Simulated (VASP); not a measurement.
# AgB2 (P6/mmm) in VASP: settings compared, part 3 of 3

VASP 6.6.1. Earlier steps stand in the parts before.

## (4) Single point, PBE

This run uses another cell than the first one, of 8.42 Å³/atom, 0.817 times its volume.

Contents of INCAR:

```
ALGO     = Normal         # electronic algorithm
EDIFF    = 1E-6           # SCF threshold, eV
ENCUT    = 500            # plane-wave cutoff, eV
GGA      = PE             # functional
GGA_COMPAT= False        
ISIF     = 2              # what is computed and relaxed
ISMEAR   = -5             # smearing method
LASPH    = True           # aspherical terms in the spheres
LCHARG   = False          # write CHGCAR
LREAL    = False          # projectors in reciprocal space
LWAVE    = False          # write WAVECAR
NBANDS   = 16             # bands
NELM     = 120            # most SCF steps
PREC     = Accurate       # precision mode
SIGMA    = 0.1            # smearing width, eV
```

Contents of KPOINTS:

```
k-points
0
Gamma
  10 10 8
```

Contents of POSCAR:

```
AgB2
1.0
    2.8442575057      0.0000000000      0.0000000000
   -1.4221287528      2.4631992548      0.0000000000
    0.0000000000      0.0000000000      3.6045386006
Ag B
1 2
Direct
    0.0000000000      0.0000000000      0.0000000000
    0.3333333333      0.6666666667      0.5000000000
    0.6666666667      0.3333333333      0.5000000000
```

Potentials or basis: VASP PAW PBE potentials, release 64 (Ag, B).

The run is started by

```sh
$ cat potpaw_PBE.64/Ag/POTCAR potpaw_PBE.64/B/POTCAR > POTCAR
$ mpirun -np 1 vasp_std > vasp.out
```

OUTCAR:

```text
EDIFF = 1E-6
   ENCUT = 500
   GGA = PE
   ISIF = 2
   ISMEAR = -5
   LASPH = True
   LREAL = False
   NELM = 120
   PREC = Accurate

 ion  position               nearest neighbor table
   1  0.000  0.000  0.000-   2 2.44   3 2.44   2 2.44   3 2.44   2 2.44   2 2.44   3 2.44   3 2.44
                             3 2.44   3 2.44   2 2.44   2 2.44
   2  0.333  0.667  0.500-   3 1.64   3 1.64   3 1.64   1 2.44   1 2.44   1 2.44   1 2.44   1 2.44
                             1 2.44
   3  0.667  0.333  0.500-   2 1.64   2 1.64   2 1.64   1 2.44   1 2.44   1 2.44   1 2.44   1 2.44
                             1 2.44

  LATTYP: Found a hexagonal cell.
 ALAT       =     2.8442575057
 C/A-ratio  =     1.2673038898

  Lattice vectors:

 A1 = (   2.8442575057,   0.0000000000,   0.0000000000)
 A2 = (  -1.4221287528,   2.4631992548,   0.0000000000)
 A3 = (   0.0000000000,   0.0000000000,   3.6045386006)

Analysis of symmetry for initial positions (statically):
=====================================================================
 Subroutine PRICEL returns:
 Original cell was already a primitive cell.

 Routine SETGRP: Setting up the symmetry group for a
 hexagonal supercell.

 Subroutine GETGRP returns: Found 24 space group operations
 (whereof 24 operations were pure point group operations)
 out of a pool of 24 trial point group operations.

The static configuration has the point symmetry D_6h.

Analysis of symmetry for dynamics (positions and initial velocities):
=====================================================================
 Subroutine PRICEL returns:
 Original cell was already a primitive cell.

 Routine SETGRP: Setting up the symmetry group for a
 hexagonal supercell.

 Subroutine GETGRP returns: Found 24 space group operations
 (whereof 24 operations were pure point group operations)
 out of a pool of 24 trial point group operations.

The dynamic configuration has the point symmetry D_6h.
[... 122 lines left out ...]
     AMIX     =   0.40;   BMIX     =  1.00
     AMIX_MAG =   1.60;   BMIX_MAG =  1.00
  volume/ion in A,a.u.               =       8.42        56.81
  Fermi-wavevector in a.u.,A,eV,Ry     =   1.434779  2.711340 28.008838  2.058592
  Thomas-Fermi vector in A             =   2.554150
   LORBIT       =      0    0 simple, 1 ext, 2 COOP (PROOUT), +10 PAW based schemes
   GGA     = PE    functional components
   LHFCALC =     F    Hartree Fock is set to
   AEXX    =    0.0000 exact exchange contribution
   IVDW    =     0    specifies the selected vdW correction
   LEPSILON=     F    determine dielectric tensor
   LRPA    =     F    only Hartree local field effects (RPA)
 non-spin polarized calculation
 Fermi weights with tetrahedron method with Bloechl corrections
  energy-cutoff  :      500.00
  volume of cell :       25.25
 maximum number of plane-waves:       654
 NGX is ok and might be reduce to    24
   NGX = 11   NGY = 11   NGZ = 13

 number of electron      17.0000000 magnetization

 Free energy of the ion-electron system (eV)
  ---------------------------------------------------
  ext. energy  EPLUGINS =         0.00000000
  ---------------------------------------------------
  free energy    TOTEN  =       -13.56595131 eV

  energy without entropy =      -13.56595131  energy(sigma->0) =      -13.56595131

 E-fermi :  10.3624     XC(G=0): -13.2671

 val. band max:       10.4966249692   @ k =   0.3000   0.3000   0.3750
 cond. band min:      10.4308192056   @ k =   0.1000   0.1000   0.2500
 fundamental gap:     -0.0658057636
 Fermi energy:        10.3624337559

 k-point     1 :       0.0000    0.0000    0.0000
  band No.  band energies     occupation
      1      -3.7947      2.00000
      2       3.2056      2.00000
      3       4.3247      2.00000
      4       4.3247      2.00000
      5       5.7120      2.00000
      6       5.7326      2.00000
[... 433 lines left out ...]
      3       3.3336      2.00000
      4       3.5386      2.00000
      5       4.8035      2.00000
      6       6.3551      2.00000
[... 8 lines left out ...]
     15      26.3438      0.00000
     16      28.1338      0.00000

 [... further k-points ...]

------------------------ aborting loop because EDIFF is reached ----------------------------------------

  FORCE on cell =-STRESS in cart. coord.  units (eV):
  Direction    XX          YY          ZZ          XY          YZ          ZX
  --------------------------------------------------------------------------------------
  -------------------------------------------------------------------------------------
  Total        9.3436713      9.3436713      9.0285529      0.0000000      0.0000000     -0.0000000
  in kB      592.8024586    592.8024585    572.8100012      0.0000000      0.0000000     -0.0000000
  external PRESSURE =     586.1383061 kB  Pullay stress =       0.0000000 kB

 VOLUME and BASIS-vectors are now :
 -----------------------------------------------------------------------------
  energy-cutoff  :      500.00
  volume of cell :       25.25
      direct lattice vectors                 reciprocal lattice vectors
     2.844257506  0.000000000  0.000000000     0.351585606  0.202988045  0.000000000
    -1.422128753  2.463199255  0.000000000     0.000000000  0.405976089  0.000000000
     0.000000000  0.000000000  3.604538601     0.000000000  0.000000000  0.277428018

 POSITION                                       TOTAL-FORCE (eV/Angst)
 -----------------------------------------------------------------------------------
      0.00000      0.00000      0.00000         0.000000      0.000000      0.000000
     -0.00000      1.64213      1.80227         0.000000      0.000000      0.000000
      1.42213      0.82107      1.80227        -0.000000      0.000000     -0.000000
 -----------------------------------------------------------------------------------
    total drift:                               -0.000000      0.000000      0.000000

  FREE ENERGIE OF THE ION-ELECTRON SYSTEM (eV)
  ---------------------------------------------------
  free  energy   TOTEN  =       -13.5659513142 eV

  energy  without entropy=      -13.5659513142  energy(sigma->0) =      -13.56595131
```

OSZICAR:

```text
N       E                     dE             d eps       ncg     rms          rms(c)
DAV:   1     0.654418780510E+02    0.65442E+02   -0.79203E+03  2296   0.959E+02
DAV:   2    -0.174557037214E+02   -0.82898E+02   -0.76228E+02  2896   0.223E+02
DAV:   3    -0.191264821189E+02   -0.16708E+01   -0.16664E+01  2528   0.319E+01
DAV:   4    -0.191308816073E+02   -0.43995E-02   -0.44013E-02  2928   0.174E+00
DAV:   5    -0.191309079411E+02   -0.26334E-04   -0.26335E-04  2560   0.132E-01    0.166E+01
DAV:   6    -0.140172587335E+02    0.51136E+01   -0.95136E+00  2648   0.496E+01    0.165E+01
DAV:   7    -0.136293059799E+02    0.38795E+00   -0.21724E+00  2360   0.164E+01    0.732E+00
DAV:   8    -0.135696025610E+02    0.59703E-01   -0.17397E-01  2768   0.401E+00    0.174E+00
DAV:   9    -0.135679914449E+02    0.16111E-02   -0.71887E-03  2784   0.150E+00    0.197E-01
DAV:  10    -0.135659548303E+02    0.20366E-02   -0.24402E-03  2584   0.484E-01    0.510E-02
DAV:  11    -0.135659625351E+02   -0.77048E-05   -0.11161E-04  2624   0.955E-02    0.121E-02
DAV:  12    -0.135659503776E+02    0.12158E-04   -0.31997E-06  2856   0.232E-02    0.429E-03
DAV:  13    -0.135659513142E+02   -0.93665E-06   -0.78704E-07  1392   0.118E-02
   1 F= -.13565951E+02 E0= -.13565951E+02  d E =0.000000E+00
```

Wall time 39 s (1 thread of Intel Xeon 8259CL, shared host); peak memory 0.16 GiB.

What came out:

- Free energy: -13.5660 eV
- Pressure: 58.6 GPa

Stress tensor (GPa, compression positive):
```
59.28  0.00  0.00
 0.00 59.28  0.00
 0.00  0.00 57.28
```

Caveat: tetrahedron occupations give inexact forces and stress in metals.

## (5) Single point, PBE

This run uses another cell than the first one, of 8.42 Å³/atom, 0.817 times its volume.

Contents of INCAR:

```
PREC = Accurate ; ENCUT = 500
EDIFF = 1E-6 ; ISMEAR = 0
SIGMA = 0.05 ; LREAL = False
LASPH = True ; NELM = 120
ALGO = Normal ; ISIF = 2
LWAVE = False ; LCHARG = True
GGA = PE ; LELF = True
LVHAR = True ; NBANDS = 16
GGA_COMPAT = False
```

Contents of KPOINTS:

```
regular mesh
0
Gamma
  10 10 8
```

POSCAR is that of step 4.

The run is started by

```sh
$ cat potpaw_PBE.64/Ag/POTCAR potpaw_PBE.64/B/POTCAR > POTCAR
$ mpirun -np 1 vasp_std > vasp.out
```

Run time: 39 s. Hardware: 1 thread of Intel Xeon 8259CL, shared host; peak memory 0.16 GiB.

Results (log left out):

* Free energy: -13.5605 eV
* Pressure: 58.6 GPa

Levels at points of the mesh, in eV from the Fermi level:
| k point | band 5 | band 6 | band 7 | band 8 | band 9 | band 10 | band 11 | band 12 |
| --- | --- | --- | --- | --- | --- | --- | --- | --- |
| (0.00, 0.00, 0.00) | -4.66 | -4.62 | -4.62 | 1.33 | 1.33 | 3.24 | 7.55 | 7.55 |
| (0.50, 0.00, 0.00) | -5.02 | -3.84 | -2.74 | -2.56 | 2.37 | 3.90 | 4.69 | 7.63 |
| (0.00, 0.00, 0.50) | -5.63 | -4.94 | -4.94 | 0.63 | 0.63 | 9.02 | 9.67 | 9.67 |
| (0.50, 0.00, 0.50) | -4.67 | -3.93 | -3.83 | -2.05 | -0.08 | 1.57 | 6.84 | 10.99 |

## (6) The runs side by side

| level | cell | cutoff (eV) | smearing | gap on the mesh (eV) | pressure (GPa) |
| --- | --- | --- | --- | --- | --- |
| BLYP+D3(BJ) | a = 2.963, b = 2.963, c = 4.065 Å, angles 90.0, 90.0, 120.0°, 3 atoms | 520 | gaussian 0.05 eV | none | 3.0 |
| PBE | a = 3.000, b = 3.000, c = 3.240 Å, angles 90.0, 90.0, 120.0°, 3 atoms | 500 | gaussian 0.05 eV | none | 54.0 |
| PBE | a = 2.844, b = 2.844, c = 3.605 Å, angles 90.0, 90.0, 120.0°, 3 atoms | 500 | tetrahedron | none | 58.6 |
| PBE | a = 2.844, b = 2.844, c = 3.605 Å, angles 90.0, 90.0, 120.0°, 3 atoms | 500 | gaussian 0.05 eV | none | 58.6 |

Alike in all rows: task single point; potentials or basis VASP PAW PBE potentials, release 64 (Ag, B); no spin polarisation; k mesh 10 × 10 × 8.

Caveats: the PAW data sets were made with another functional, which shifts forces and pressure a little (some runs); pairwise dispersion overbinds metals, which lowers pressure and volume (some runs); tetrahedron occupations give inexact forces and stress in metals (some runs).

Total energies depend on the potentials used, so only differences within one code and one set of settings carry meaning.
